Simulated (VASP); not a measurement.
# ZrH3 (Pm-3m) in VASP: notebook

Runs on ZrH3. Level: LDA. Tasks: single point.

All numbers are computed with VASP 6.6.1; they aren't measurements. Logs are shortened: lines on timing, memory, paths and dates and some standing lists are left out, and cuts for length are marked.

### 1 The cell of the first run

It takes space group Pm-3m (No. 221, cubic). The conventional cell has a = 3.018 Å, b = 3.018 Å, c = 3.018 Å, α = 90.00°, β = 90.00°, γ = 90.00°. Within 2.8 Å of Zr (site symmetry m-3m) lie 12 H at 2.13 Å. H (site symmetry 4/mmm) has 4 Zr at 2.13 Å and 8 H at 2.13 Å within 2.8 Å.

### 2 Single point, LDA

Input file INCAR:

```
SYSTEM = ZrH3
PREC = Accurate
ENCUT = 520
EDIFF = 1E-6
ISMEAR = -1
SIGMA = 0.2
LREAL = .False.
LASPH = .True.
NELM = 100
ALGO = Normal
ISIF = 2
LWAVE = .False.
LCHARG = .True.
GGA = CA
LELF = .True.
LVHAR = .True.
NBANDS = 16
```

Input file KPOINTS:

```
Automatic mesh
0
Gamma
  7 7 7
  0 0 0
```

Input file POSCAR:

```
ZrH3
1.0
    3.0181584359      0.0000000000      0.0000000000
    0.0000000000      3.0181584359      0.0000000000
    0.0000000000      0.0000000000      3.0181584359
Zr H
1 3
Direct
    0.0000000000      0.0000000000      0.0000000000
    0.0000000000      0.5000000000      0.5000000000
    0.5000000000      0.0000000000      0.5000000000
    0.5000000000      0.5000000000      0.0000000000
```

Potentials or basis: VASP PAW LDA potentials, release 64 (Zr_sv, H).

On the command line:

```
$ cat potpaw_LDA.64/Zr_sv/POTCAR potpaw_LDA.64/H/POTCAR > POTCAR
$ mpirun -np 1 vasp_std > vasp.out
```

OUTCAR:

```text
SYSTEM = ZrH3
   PREC = Accurate
   ENCUT = 520
   EDIFF = 1E-6
   ISMEAR = -1
   LREAL = .False.
   LASPH = .True.
   NELM = 100
   ISIF = 2
   GGA = CA

 ion  position               nearest neighbor table
   1  0.000  0.000  0.000-   2 2.13   3 2.13   4 2.13   2 2.13   3 2.13   2 2.13   4 2.13   2 2.13
                             3 2.13   4 2.13   3 2.13   4 2.13
   2  0.000  0.500  0.500-   1 2.13   1 2.13   1 2.13   1 2.13
   3  0.500  0.000  0.500-   1 2.13   1 2.13   1 2.13   1 2.13
   4  0.500  0.500  0.000-   1 2.13   1 2.13   1 2.13   1 2.13

  LATTYP: Found a simple cubic cell.
 ALAT       =     3.0181584359

  Lattice vectors:

 A1 = (   3.0181584359,   0.0000000000,   0.0000000000)
 A2 = (   0.0000000000,   3.0181584359,   0.0000000000)
 A3 = (   0.0000000000,   0.0000000000,   3.0181584359)

Analysis of symmetry for initial positions (statically):
=====================================================================
 Subroutine PRICEL returns:
 Original cell was already a primitive cell.

 Routine SETGRP: Setting up the symmetry group for a
 simple cubic supercell.

 Subroutine GETGRP returns: Found 48 space group operations
 (whereof 48 operations were pure point group operations)
 out of a pool of 48 trial point group operations.

The static configuration has the point symmetry O_h .

Analysis of symmetry for dynamics (positions and initial velocities):
=====================================================================
 Subroutine PRICEL returns:
 Original cell was already a primitive cell.

 Routine SETGRP: Setting up the symmetry group for a
 simple cubic supercell.

 Subroutine GETGRP returns: Found 48 space group operations
 (whereof 48 operations were pure point group operations)
 out of a pool of 48 trial point group operations.

The dynamic configuration has the point symmetry O_h .

 Subroutine INISYM returns: Found 48 space group operations
 (whereof 48 operations are pure point group operations),
 and found     1 'primitive' translations

----------------------------------------------------------------------------------------

                                     Primitive cell

  volume of cell :      27.4933

  direct lattice vectors                    reciprocal lattice vectors
     3.018158436  0.000000000  0.000000000     0.331327868  0.000000000  0.000000000
     0.000000000  3.018158436  0.000000000     0.000000000  0.331327868  0.000000000
     0.000000000  0.000000000  3.018158436     0.000000000  0.000000000  0.331327868

  length of vectors
     3.018158436  3.018158436  3.018158436     0.331327868  0.331327868  0.331327868

  position of ions in fractional coordinates (direct lattice)
     0.000000000  0.000000000  0.000000000
     0.000000000  0.500000000  0.500000000
     0.500000000  0.000000000  0.500000000
     0.500000000  0.500000000  0.000000000

  ion indices of the primitive-cell ions
   primitive index   ion index
                 1           1
                 2           2
                 3           3
                 4           4

----------------------------------------------------------------------------------------

 KPOINTS: Automatic mesh

Automatic generation of k-mesh.
 Grid dimensions read from file:
 generate k-points for:    7    7    7

 Generating k-lattice:

  Cartesian coordinates                     Fractional coordinates (reciprocal lattice)
     0.047332553  0.000000000  0.000000000     0.142857143  0.000000000  0.000000000
     0.000000000  0.047332553  0.000000000     0.000000000  0.142857143  0.000000000
     0.000000000  0.000000000  0.047332553     0.000000000  0.000000000  0.142857143

  Length of vectors
     0.047332553  0.047332553  0.047332553

  Shift w.r.t. Gamma in fractional coordinates (k-lattice)
     0.000000000  0.000000000  0.000000000

 Subroutine IBZKPT returns following result:
 ===========================================

 Found     20 irreducible k-points:

 Following reciprocal coordinates:
            Coordinates               Weight
  0.000000  0.000000  0.000000      1.000000
  0.142857  0.000000  0.000000      6.000000
  0.285714  0.000000  0.000000      6.000000
  0.428571  0.000000  0.000000      6.000000
  0.142857  0.142857  0.000000     12.000000
  0.285714  0.142857  0.000000     24.000000
[... 12 lines left out ...]
  0.428571  0.428571  0.285714     24.000000
  0.428571  0.428571  0.428571      8.000000
   k-points           NKPTS =     20   k-points in BZ     NKDIM =     20   number of bands    NBANDS=     16
   number of dos      NEDOS =    301   number of ions     NIONS =      4
   total plane-waves  NPLWV =  13824
   dimension x,y,z NGX =    24 NGY =   24 NGZ =   24
   dimension x,y,z NGXF=    48 NGYF=   48 NGZF=   48
   ions per type =               1   3
   NGX,Y,Z   is equivalent  to a cutoff of  13.22, 13.22, 13.22 a.u.
   NGXF,Y,Z  is equivalent  to a cutoff of  26.44, 26.44, 26.44 a.u.
 SYSTEM =  ZrH3
   PREC   = accura    normal or accurate (medium, high low for compatibility)
   ISTART =      0    job   : 0-new  1-cont  2-samecut
   ICHARG =      2    charge: 1-file 2-atom 10-const
   ISPIN  =      1    spin polarized calculation?
   LNONCOLLINEAR =      F non collinear calculations
   LSORBIT =      F    spin-orbit coupling
   LASPH  =      T    aspherical Exc in radial PAW
   ENCUT  =  520.0 eV  38.22 Ry    6.18 a.u.   5.61  5.61  5.61*2*pi/ulx,y,z
   NELM   =    100;   NELMIN=  2; NELMDL= -5     # of ELM steps
   EDIFF  = 0.1E-05   stopping-criterion for ELM
   LREAL  =      F    real-space projection
   EDIFFG = 0.1E-04   stopping-criterion for IOM
   NSW    =      0    number of steps for IOM
   IBRION =     -1    ionic relax: 0-MD 1-quasi-New 2-CG
   NFREE  =      0    steps in history (QN), initial steepest desc. (CG)
   ISIF   =      2    stress and relaxation
   ISYM   =      2    0-nonsym 1-usesym 2-fastsym
   POTIM  = 0.5000    time-step for ionic-motion
   TEBEG  =    0.0;   TEEND  =   0.0 temperature during run
   PSTRESS=    0.0 pullay stress
   NELECT =      15.0000    total number of electrons
   NUPDOWN=      -1.0000    fix difference up-down
   EMIN   =  10.00;   EMAX   =-10.00  energy-range for DOS
   EFERMI =   0.00;   METHOD = LEGACY
   ISMEAR =    -1;   SIGMA  =   0.20  broadening in eV -4-tet -1-fermi 0-gaus
   EFERMI_NEDOS =   21; number of points for ismear=-14 and -15
   IALGO  =     38    algorithm
   IMIX   =      4    mixing-type and parameters
     AMIX     =   0.40;   BMIX     =  1.00
     AMIX_MAG =   1.60;   BMIX_MAG =  1.00
  volume/ion in A,a.u.               =       6.87        46.38
  Fermi-wavevector in a.u.,A,eV,Ry     =   1.337714  2.527913 24.347330  1.789478
  Thomas-Fermi vector in A             =   2.466241
   LORBIT       =      0    0 simple, 1 ext, 2 COOP (PROOUT), +10 PAW based schemes
   GGA     = CA    functional components
   LHFCALC =     F    Hartree Fock is set to
   AEXX    =    0.0000 exact exchange contribution
   IVDW    =     0    specifies the selected vdW correction
   LEPSILON=     F    determine dielectric tensor
   LRPA    =     F    only Hartree local field effects (RPA)
 non-spin polarized calculation
  energy-cutoff  :      520.00
  volume of cell :       27.49
 maximum number of plane-waves:       747
 NGX is ok and might be reduce to    24
   NGX = 11   NGY = 11   NGZ = 11

 number of electron      15.0000002 magnetization

 Free energy of the ion-electron system (eV)
  ---------------------------------------------------
  ext. energy  EPLUGINS =         0.00000000
  ---------------------------------------------------
  free energy    TOTEN  =       -21.35840345 eV

  energy without entropy =      -21.26468988  energy(sigma->0) =      -21.31154666

 E-fermi :   8.8541     XC(G=0): -11.8729

 val. band max:        8.7059115734   @ k =   0.2857   0.2857   0.0000
 cond. band min:       8.9330429457   @ k =   0.2857   0.2857   0.1429
 fundamental gap:      0.2271313723
 Fermi energy:         8.8541278806

 k-point     1 :       0.0000    0.0000    0.0000
  band No.  band energies     occupation
      1     -39.9851      2.00000
      2     -17.7678      2.00000
      3     -17.7678      2.00000
      4     -17.7678      2.00000
      5      -1.9327      2.00000
      6       4.2497      2.00000
[... 8 lines left out ...]
     15      17.5358      0.00000
     16      23.2103      0.00000

 k-point     2 :       0.1429    0.0000    0.0000
  band No.  band energies     occupation
      1     -39.9648      2.00000
      2     -17.9843      2.00000
      3     -17.7499      2.00000
      4     -17.7499      2.00000
      5      -1.4922      2.00000
      6       4.3610      2.00000
[... 8 lines left out ...]
     15      18.6635      0.00000
     16      25.0470      0.00000

 k-point     3 :       0.2857    0.0000    0.0000
  band No.  band energies     occupation
      1     -39.9186      2.00000
      2     -18.4442      2.00000
      3     -17.7095      2.00000
      4     -17.7095      2.00000
      5      -0.3401      2.00000
      6       4.1290      2.00000
[... 8 lines left out ...]
     15      20.5294      0.00000
     16      26.8619      0.00000

 k-point     4 :       0.4286    0.0000    0.0000
  band No.  band energies     occupation
      1     -39.8811      2.00000
      2     -18.7901      2.00000
      3     -17.6768      2.00000
      4     -17.6768      2.00000
      5       1.2048      2.00000
      6       2.9452      2.00000
[... 8 lines left out ...]
     15      21.9840      0.00000
     16      22.6425      0.00000

 k-point     5 :       0.1429    0.1429    0.0000
  band No.  band energies     occupation
      1     -39.9446      2.00000
      2     -17.9821      2.00000
      3     -17.9424      2.00000
      4     -17.7323      2.00000
      5      -1.0751      2.00000
      6       4.6026      2.00000
[... 8 lines left out ...]
     15      19.8912      0.00000
     16      26.1793      0.00000

 k-point     6 :       0.2857    0.1429    0.0000
  band No.  band energies     occupation
      1     -39.8989      2.00000
      2     -18.4151      2.00000
      3     -17.9111      2.00000
      4     -17.6924      2.00000
      5       0.0081      2.00000
      6       4.3155      2.00000
[... 8 lines left out ...]
     15      22.1849      0.00000
     16      25.2066      0.00000
[... 191 lines left out ...]
 k-point    17 :       0.2857    0.2857    0.2857
  band No.  band energies     occupation
      1     -39.7920      2.00000
      2     -18.3029      2.00000
      3     -18.2265      2.00000
      4     -18.2265      2.00000
      5       1.5033      2.00000
      6       4.3048      2.00000
[... 8 lines left out ...]
     15      21.7706      0.00000
     16      21.7706      0.00000

 k-point    18 :       0.4286    0.2857    0.2857
  band No.  band energies     occupation
      1     -39.7570      2.00000
      2     -18.5633      2.00000
      3     -18.2224      2.00000
      4     -18.1754      2.00000
      5       1.9693      2.00000
      6       3.7027      2.00000
[... 8 lines left out ...]
     15      21.5943      0.00000
     16      22.1391      0.00000

 k-point    19 :       0.4286    0.4286    0.2857
  band No.  band energies     occupation
      1     -39.7227      2.00000
      2     -18.5053      2.00000
      3     -18.4951      2.00000
      4     -18.1479      2.00000
      5       1.9754      2.00000
      6       3.3140      2.00000
[... 8 lines left out ...]
     15      20.4112      0.00000
     16      20.8895      0.00000

 k-point    20 :       0.4286    0.4286    0.4286
  band No.  band energies     occupation
      1     -39.6890      2.00000
      2     -18.4486      2.00000
      3     -18.4350      2.00000
      4     -18.4350      2.00000
      5       2.3114      2.00000
      6       2.6480      2.00000
[... 8 lines left out ...]
     15      18.9203      0.00000
     16      19.4777      0.00000

------------------------ aborting loop because EDIFF is reached ----------------------------------------

  FORCE on cell =-STRESS in cart. coord.  units (eV):
  Direction    XX          YY          ZZ          XY          YZ          ZX
  --------------------------------------------------------------------------------------
  -------------------------------------------------------------------------------------
  Total        1.4629696      1.4629696      1.4629696      0.0000000      0.0000000      0.0000000
  in kB       85.2549844     85.2549844     85.2549844      0.0000000      0.0000000      0.0000000
  external PRESSURE =      85.2549844 kB  Pullay stress =       0.0000000 kB

 VOLUME and BASIS-vectors are now :
 -----------------------------------------------------------------------------
  energy-cutoff  :      520.00
  volume of cell :       27.49
      direct lattice vectors                 reciprocal lattice vectors
     3.018158436  0.000000000  0.000000000     0.331327868  0.000000000  0.000000000
     0.000000000  3.018158436  0.000000000     0.000000000  0.331327868  0.000000000
     0.000000000  0.000000000  3.018158436     0.000000000  0.000000000  0.331327868

 POSITION                                       TOTAL-FORCE (eV/Angst)
 -----------------------------------------------------------------------------------
      0.00000      0.00000      0.00000         0.000000      0.000000      0.000000
      0.00000      1.50908      1.50908         0.000000      0.000000      0.000000
      1.50908      0.00000      1.50908         0.000000      0.000000      0.000000
      1.50908      1.50908      0.00000         0.000000      0.000000      0.000000
 -----------------------------------------------------------------------------------
    total drift:                                0.000000      0.000000      0.000000

  FREE ENERGIE OF THE ION-ELECTRON SYSTEM (eV)
  ---------------------------------------------------
  free  energy   TOTEN  =       -21.3584034528 eV

  energy  without entropy=      -21.2646898766  energy(sigma->0) =      -21.31154666
```

Wall time 4.5 s (1 thread of Intel Xeon Platinum 8488C (Sapphire Rapids), shared host); peak memory 0.13 GiB.

Results:

```
Free energy : -21.3584 eV
Pressure    : 8.5 GPa
```

### 3 Single point, LDA

This run uses another cell than the first one, of 7.06 Å³/atom, 1.028 times its volume.

Input file INCAR:

```
SYSTEM = ZrH3
ALGO = Normal
EDIFF = 1E-6
ENCUT = 520
ISIF = 2
ISMEAR = -1
LASPH = .True.
LCHARG = .True.
LELF = .True.
LREAL = .False.
LVHAR = .True.
LWAVE = .False.
NBANDS = 16
NELM = 60
PREC = Accurate
SIGMA = 0.2
```

Input file KPOINTS:

```
k-points
0
Gamma
  7 7 7
  0 0 0
```

Input file POSCAR:

```
ZrH3
1.0
    3.0458495096      0.0000000000      0.0000000000
    0.0000000000      3.0458495096      0.0000000000
    0.0000000000      0.0000000000      3.0458495096
Zr H
1 3
Direct
    0.0000000000      0.0000000000      0.0000000000
    0.0000000000      0.5000000000      0.5000000000
    0.5000000000      0.0000000000      0.5000000000
    0.5000000000      0.5000000000      0.0000000000
```

Potentials or basis: VASP PAW LDA potentials, release 64 (Zr_sv, H).

On the command line:

```
$ cat potpaw_LDA.64/Zr_sv/POTCAR potpaw_LDA.64/H/POTCAR > POTCAR
$ mpirun -np 1 vasp_std > vasp.out
```

Wall time 4.3 s (1 thread of Intel Xeon Platinum 8488C (Sapphire Rapids), shared host); peak memory 0.13 GiB.

The run converged. Its results:

* Free energy: -21.3891 eV
* Pressure: 4.0 GPa

Levels at points of the mesh, in eV from the Fermi level:
| k point | band 3 | band 4 | band 5 | band 6 | band 7 | band 8 | band 9 | band 10 | band 11 | band 12 |
| --- | --- | --- | --- | --- | --- | --- | --- | --- | --- | --- |
| (0.00, 0.00, 0.00) | -26.69 | -26.69 | -10.63 | -4.49 | -4.49 | 4.00 | 4.00 | 4.00 | 6.42 | 6.42 |

### 4 Single point, LDA

This run uses another cell than the first one, of 7.26 Å³/atom, 1.056 times its volume.

Input file INCAR:

```
  PREC = Accurate
  ENCUT = 520
  EDIFF = 1E-6
  ISMEAR = -1
  SIGMA = 0.2
  LREAL = F
  LASPH = T
  NELM = 100
  ALGO = Normal
  ISIF = 2
  LWAVE = F
  LCHARG = T
  LELF = T
  LVHAR = T
  NBANDS = 16
```

Input file KPOINTS:

```
regular mesh
0
Gamma
  7 7 7
```

Input file POSCAR:

```
ZrH3
1.0
    3.0730460335      0.0000000000      0.0000000000
    0.0000000000      3.0730460335      0.0000000000
    0.0000000000      0.0000000000      3.0730460335
Zr H
1 3
Direct
    0.0000000000      0.0000000000      0.0000000000
    0.0000000000      0.5000000000      0.5000000000
    0.5000000000      0.0000000000      0.5000000000
    0.5000000000      0.5000000000      0.0000000000
```

On the command line:

```
$ cat potpaw_LDA.64/Zr_sv/POTCAR potpaw_LDA.64/H/POTCAR > POTCAR
$ mpirun -np 1 vasp_std > vasp.out
```

Run time: 4.4 s. Hardware: 1 thread of Intel Xeon Platinum 8488C (Sapphire Rapids), shared host; peak memory 0.13 GiB.

It converged, with:

* Free energy: -21.3993 eV
* Pressure: -0.1 GPa

Levels at points of the mesh, in eV from the Fermi level:
```
           k point  band 4  band 5  band 6  band 7  band 8  band 9  band 10  band 11
(0.00, 0.00, 0.00)  -26.76  -10.47   -4.38   -4.38    3.87    3.87     3.87     6.25
```

### 5 Summary

| cell | gap on the mesh (eV) | pressure (GPa) |
| --- | --- | --- |
| a = 3.018 Å, 4 atoms | none | 8.5 |
| a = 3.046 Å, 4 atoms | none | 4.0 |
| a = 3.073 Å, 4 atoms | none | -0.1 |

Alike in all rows: task single point; level LDA; potentials or basis VASP PAW LDA potentials, release 64 (Zr_sv, H); no spin polarisation; k mesh 7 × 7 × 7; cutoff (eV) 520; smearing fermi-dirac 0.2 eV.

Total energies depend on the potentials used, so only differences within one code and one set of settings carry meaning.
